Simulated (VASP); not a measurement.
# BN (Fm-3m) in VASP: single point with PBE

Aim: the single point of BN with PBE.

All numbers are computed with VASP 6.6.1; they aren't measurements. Logs are shortened: lines on timing, memory, paths and dates and some standing lists are left out, and cuts for length are marked.

### 1 The cell of the first run

It takes space group Fm-3m (No. 225, cubic). Conventional cell: a = 3.662 Å, b = 3.662 Å, c = 3.662 Å, α = 90.00°, β = 90.00°, γ = 90.00°. B (site symmetry m-3m) has 6 N at 1.83 Å within 2.4 Å. Within 2.4 Å of N (site symmetry m-3m) lie 6 B at 1.83 Å.

### 2 Single point, PBE (strain +4.9%)

Input file INCAR:

```
ALGO = Normal ; EDIFF = 1E-6
ENCUT = 520 ; GGA = PE
ISIF = 2 ; ISMEAR = -1
LASPH = T ; LCHARG = T
LELF = T ; LREAL = F
LVHAR = T ; LWAVE = F
NBANDS = 11 ; NELM = 100
PREC = Accurate ; SIGMA = 0.02
```

Input file KPOINTS:

```
k-points
0
Gamma
  12 12 12
```

Input file POSCAR:

```
BN
1.0
    0.0000000000      1.8310222406      1.8310222406
    1.8310222406      0.0000000000      1.8310222406
    1.8310222406      1.8310222406      0.0000000000
B N
1 1
Direct
    0.0000000000      0.0000000000      0.0000000000
    0.5000000000      0.5000000000      0.5000000000
```

Potentials or basis: VASP PAW PBE potentials, release 64 (B, N).

On the command line:

```sh
$ cat potpaw_PBE.64/B/POTCAR potpaw_PBE.64/N/POTCAR > POTCAR
$ mpirun -np 1 vasp_std > vasp.out
```

OUTCAR:

```text
EDIFF = 1E-6
   ENCUT = 520
   GGA = PE
   ISIF = 2
   ISMEAR = -1
   LASPH = T
   LREAL = F
   NELM = 100
   PREC = Accurate

 ion  position               nearest neighbor table
   1  0.000  0.000  0.000-   2 1.83   2 1.83   2 1.83   2 1.83   2 1.83   2 1.83
   2  0.500  0.500  0.500-   1 1.83   1 1.83   1 1.83   1 1.83   1 1.83   1 1.83

  LATTYP: Found a face centered cubic cell.
 ALAT       =     3.6620444812

  Lattice vectors:

 A1 = (   0.0000000000,   1.8310222406,   1.8310222406)
 A2 = (   1.8310222406,   0.0000000000,   1.8310222406)
 A3 = (   1.8310222406,   1.8310222406,   0.0000000000)

Analysis of symmetry for initial positions (statically):
=====================================================================
 Subroutine PRICEL returns:
 Original cell was already a primitive cell.

 Routine SETGRP: Setting up the symmetry group for a
 face centered cubic supercell.

 Subroutine GETGRP returns: Found 48 space group operations
 (whereof 48 operations were pure point group operations)
 out of a pool of 48 trial point group operations.

The static configuration has the point symmetry O_h .

Analysis of symmetry for dynamics (positions and initial velocities):
=====================================================================
 Subroutine PRICEL returns:
 Original cell was already a primitive cell.

 Routine SETGRP: Setting up the symmetry group for a
 face centered cubic supercell.

 Subroutine GETGRP returns: Found 48 space group operations
 (whereof 48 operations were pure point group operations)
 out of a pool of 48 trial point group operations.

The dynamic configuration has the point symmetry O_h .

 Subroutine INISYM returns: Found 48 space group operations
 (whereof 48 operations are pure point group operations),
 and found     1 'primitive' translations

----------------------------------------------------------------------------------------

                                     Primitive cell

  volume of cell :      12.2775

  direct lattice vectors                    reciprocal lattice vectors
     0.000000000  1.831022241  1.831022241    -0.273071506  0.273071506  0.273071506
     1.831022241  0.000000000  1.831022241     0.273071506 -0.273071506  0.273071506
     1.831022241  1.831022241  0.000000000     0.273071506  0.273071506 -0.273071506

  length of vectors
     2.589456486  2.589456486  2.589456486     0.472973722  0.472973722  0.472973722

  position of ions in fractional coordinates (direct lattice)
     0.000000000  0.000000000  0.000000000
     0.500000000  0.500000000  0.500000000

  ion indices of the primitive-cell ions
   primitive index   ion index
                 1           1
                 2           2

----------------------------------------------------------------------------------------

 KPOINTS: k-points

Automatic generation of k-mesh.
 Grid dimensions read from file:
 generate k-points for:   12   12   12

 Generating k-lattice:

  Cartesian coordinates                     Fractional coordinates (reciprocal lattice)
    -0.022755959  0.022755959  0.022755959     0.083333333  0.000000000  0.000000000
     0.022755959 -0.022755959  0.022755959     0.000000000  0.083333333  0.000000000
     0.022755959  0.022755959 -0.022755959     0.000000000  0.000000000  0.083333333

  Length of vectors
     0.039414477  0.039414477  0.039414477

  Shift w.r.t. Gamma in fractional coordinates (k-lattice)
     0.000000000  0.000000000  0.000000000

 Subroutine IBZKPT returns following result:
 ===========================================

 Found     72 irreducible k-points:

 Following reciprocal coordinates:
            Coordinates               Weight
  0.000000  0.000000  0.000000      1.000000
  0.083333  0.000000  0.000000      8.000000
  0.166667  0.000000  0.000000      8.000000
  0.250000  0.000000  0.000000      8.000000
  0.333333  0.000000  0.000000      8.000000
  0.416667  0.000000  0.000000      8.000000
[... 16 lines left out ...]
  0.500000  0.166667  0.000000     24.000000
 -0.416667  0.166667  0.000000     24.000000
 [... further k-points ...]
   k-points           NKPTS =     72   k-points in BZ     NKDIM =     72   number of bands    NBANDS=     11
   number of dos      NEDOS =    301   number of ions     NIONS =      2
   total plane-waves  NPLWV =   8000
   dimension x,y,z NGX =    20 NGY =   20 NGZ =   20
   dimension x,y,z NGXF=    40 NGYF=   40 NGZF=   40
   ions per type =               1   1
   NGX,Y,Z   is equivalent  to a cutoff of  12.84, 12.84, 12.84 a.u.
   NGXF,Y,Z  is equivalent  to a cutoff of  25.68, 25.68, 25.68 a.u.
 SYSTEM =  unknown system
   PREC   = accura    normal or accurate (medium, high low for compatibility)
   ISTART =      0    job   : 0-new  1-cont  2-samecut
   ICHARG =      2    charge: 1-file 2-atom 10-const
   ISPIN  =      1    spin polarized calculation?
   LNONCOLLINEAR =      F non collinear calculations
   LSORBIT =      F    spin-orbit coupling
   LASPH  =      T    aspherical Exc in radial PAW
   ENCUT  =  520.0 eV  38.22 Ry    6.18 a.u.   4.81  4.81  4.81*2*pi/ulx,y,z
   NELM   =    100;   NELMIN=  2; NELMDL= -5     # of ELM steps
   EDIFF  = 0.1E-05   stopping-criterion for ELM
   LREAL  =      F    real-space projection
   EDIFFG = 0.1E-04   stopping-criterion for IOM
   NSW    =      0    number of steps for IOM
   IBRION =     -1    ionic relax: 0-MD 1-quasi-New 2-CG
   NFREE  =      0    steps in history (QN), initial steepest desc. (CG)
   ISIF   =      2    stress and relaxation
   ISYM   =      2    0-nonsym 1-usesym 2-fastsym
   POTIM  = 0.5000    time-step for ionic-motion
   TEBEG  =    0.0;   TEEND  =   0.0 temperature during run
   PSTRESS=    0.0 pullay stress
   NELECT =       8.0000    total number of electrons
   NUPDOWN=      -1.0000    fix difference up-down
   EMIN   =  10.00;   EMAX   =-10.00  energy-range for DOS
   EFERMI =   0.00;   METHOD = LEGACY
   ISMEAR =    -1;   SIGMA  =   0.02  broadening in eV -4-tet -1-fermi 0-gaus
   EFERMI_NEDOS =   21; number of points for ismear=-14 and -15
   IALGO  =     38    algorithm
   IMIX   =      4    mixing-type and parameters
     AMIX     =   0.40;   BMIX     =  1.00
     AMIX_MAG =   1.60;   BMIX_MAG =  1.00
  volume/ion in A,a.u.               =       6.14        41.43
  Fermi-wavevector in a.u.,A,eV,Ry     =   1.419279  2.682049 27.406947  2.014354
  Thomas-Fermi vector in A             =   2.540317
   LORBIT       =      0    0 simple, 1 ext, 2 COOP (PROOUT), +10 PAW based schemes
   GGA     = PE    functional components
   LHFCALC =     F    Hartree Fock is set to
   AEXX    =    0.0000 exact exchange contribution
   IVDW    =     0    specifies the selected vdW correction
   LEPSILON=     F    determine dielectric tensor
   LRPA    =     F    only Hartree local field effects (RPA)
 non-spin polarized calculation
  energy-cutoff  :      520.00
  volume of cell :       12.28
 maximum number of plane-waves:       343
   NGX =  9   NGY =  9   NGZ =  9

 number of electron       8.0000001 magnetization

 Free energy of the ion-electron system (eV)
  ---------------------------------------------------
  ext. energy  EPLUGINS =         0.00000000
  ---------------------------------------------------
  free energy    TOTEN  =       -13.74082110 eV

  energy without entropy =      -13.74081097  energy(sigma->0) =      -13.74081603

 E-fermi :   8.6248     XC(G=0): -13.0593

 val. band max:        8.5085422706   @ k =  -0.1667   0.1667   0.0000
 cond. band min:       8.7131617880   @ k =   0.5000   0.5000   0.0000
 fundamental gap:      0.2046195175
 Fermi energy:         8.6248070913

 k-point     1 :       0.0000    0.0000    0.0000
  band No.  band energies     occupation
      1     -12.1842      2.00000
      2       7.6618      2.00000
      3       7.6618      2.00000
      4       7.6618      2.00000
      5      14.9036      0.00000
      6      19.1529      0.00000
      7      19.1529      0.00000
      8      19.1529      0.00000
      9      26.2657      0.00000
     10      26.2657      0.00000
     11      26.2657      0.00000

 k-point     2 :       0.0833    0.0000    0.0000
  band No.  band energies     occupation
      1     -12.0083      2.00000
      2       6.8502      2.00000
      3       7.6544      2.00000
      4       7.6544      2.00000
      5      15.2549      0.00000
      6      18.6122      0.00000
      7      18.6122      0.00000
      8      18.9875      0.00000
      9      25.6654      0.00000
     10      26.7004      0.00000
     11      26.7004      0.00000

 k-point     3 :       0.1667    0.0000    0.0000
  band No.  band energies     occupation
      1     -11.4860      2.00000
      2       4.9158      2.00000
      3       7.6495      2.00000
      4       7.6495      2.00000
      5      15.6769      0.00000
      6      17.3312      0.00000
      7      17.3312      0.00000
      8      18.8032      0.00000
      9      25.2717      0.00000
     10      27.9434      0.00000
     11      27.9434      0.00000

 k-point     4 :       0.2500    0.0000    0.0000
  band No.  band energies     occupation
      1     -10.6383      2.00000
      2       2.5418      2.00000
      3       7.6828      2.00000
      4       7.6828      2.00000
      5      15.4716      0.00000
      6      15.8545      0.00000
      7      15.8545      0.00000
      8      19.0615      0.00000
      9      25.7597      0.00000
     10      29.8943      0.00000
     11      29.8943      0.00000

 k-point     5 :       0.3333    0.0000    0.0000
  band No.  band energies     occupation
      1      -9.5220      2.00000
      2       0.1538      2.00000
      3       7.7734      2.00000
      4       7.7734      2.00000
      5      14.5428      0.00000
      6      14.5428      0.00000
      7      14.9704      0.00000
      8      19.4721      0.00000
      9      26.9766      0.00000
     10      32.4501      0.00000
     11      32.4501      0.00000
[... 211 lines left out ...]
 k-point    21 :       0.3333    0.1667    0.0000
  band No.  band energies     occupation
      1      -9.6778      2.00000
      2       2.0612      2.00000
      3       5.7702      2.00000
      4       6.4000      2.00000
      5      12.3127      0.00000
      6      17.3660      0.00000
      7      18.1401      0.00000
      8      19.8747      0.00000
      9      22.6777      0.00000
     10      33.5109      0.00000
     11      34.7487      0.00000

 k-point    22 :       0.4167    0.1667    0.0000
  band No.  band energies     occupation
      1      -8.5139      2.00000
      2      -0.1333      2.00000
      3       5.7873      2.00000
      4       5.8593      2.00000
      5      12.0797      0.00000
      6      16.9647      0.00000
      7      17.0685      0.00000
      8      20.4261      0.00000
      9      24.3556      0.00000
     10      34.5147      0.00000
     11      37.2639      0.00000

 k-point    23 :       0.5000    0.1667    0.0000
  band No.  band energies     occupation
      1      -7.4104      2.00000
      2      -1.8283      2.00000
      3       5.0696      2.00000
      4       6.2277      2.00000
      5      12.2753      0.00000
      6      15.8193      0.00000
      7      16.9550      0.00000
      8      20.7179      0.00000
      9      26.6494      0.00000
     10      32.8947      0.00000
     11      38.5984      0.00000

 k-point    24 :      -0.4167    0.1667    0.0000
  band No.  band energies     occupation
      1      -7.1971      2.00000
      2      -2.1149      2.00000
      3       4.4797      2.00000
      4       6.8418      2.00000
      5      12.7672      0.00000
      6      14.8527      0.00000
      7      17.0850      0.00000
      8      20.7029      0.00000
      9      28.7677      0.00000
     10      31.1798      0.00000
     11      35.7181      0.00000

 [... further k-points ...]

------------------------ aborting loop because EDIFF is reached ----------------------------------------

  FORCE on cell =-STRESS in cart. coord.  units (eV):
  Direction    XX          YY          ZZ          XY          YZ          ZX
  --------------------------------------------------------------------------------------
  -------------------------------------------------------------------------------------
  Total       -2.9898123     -2.9898123     -2.9898123     -0.0000000     -0.0000000      0.0000000
  in kB     -390.1608192   -390.1608192   -390.1608192     -0.0000000     -0.0000000      0.0000000
  external PRESSURE =    -390.1608192 kB  Pullay stress =       0.0000000 kB

 VOLUME and BASIS-vectors are now :
 -----------------------------------------------------------------------------
  energy-cutoff  :      520.00
  volume of cell :       12.28
      direct lattice vectors                 reciprocal lattice vectors
     0.000000000  1.831022241  1.831022241    -0.273071506  0.273071506  0.273071506
     1.831022241  0.000000000  1.831022241     0.273071506 -0.273071506  0.273071506
     1.831022241  1.831022241  0.000000000     0.273071506  0.273071506 -0.273071506

 POSITION                                       TOTAL-FORCE (eV/Angst)
 -----------------------------------------------------------------------------------
      0.00000      0.00000      0.00000        -0.000000      0.000000     -0.000000
      1.83102      1.83102      1.83102         0.000000     -0.000000      0.000000
 -----------------------------------------------------------------------------------
    total drift:                                0.000000      0.000000      0.000000

  FREE ENERGIE OF THE ION-ELECTRON SYSTEM (eV)
  ---------------------------------------------------
  free  energy   TOTEN  =       -13.7408210998 eV

  energy  without entropy=      -13.7408109692  energy(sigma->0) =      -13.74081603
```

It took 13 s on 1 thread of Intel Xeon 8259CL, shared host; peak memory 0.12 GiB.

What came out:

* Free energy: -13.7408 eV
* Pressure: -39.0 GPa
* Band gap on the k mesh: 0.20 eV, indirect (least direct gap 5.14 eV)

Caveat: the cell differs from its parent crystal (strain +4.9%). A k mesh can miss the band edges.
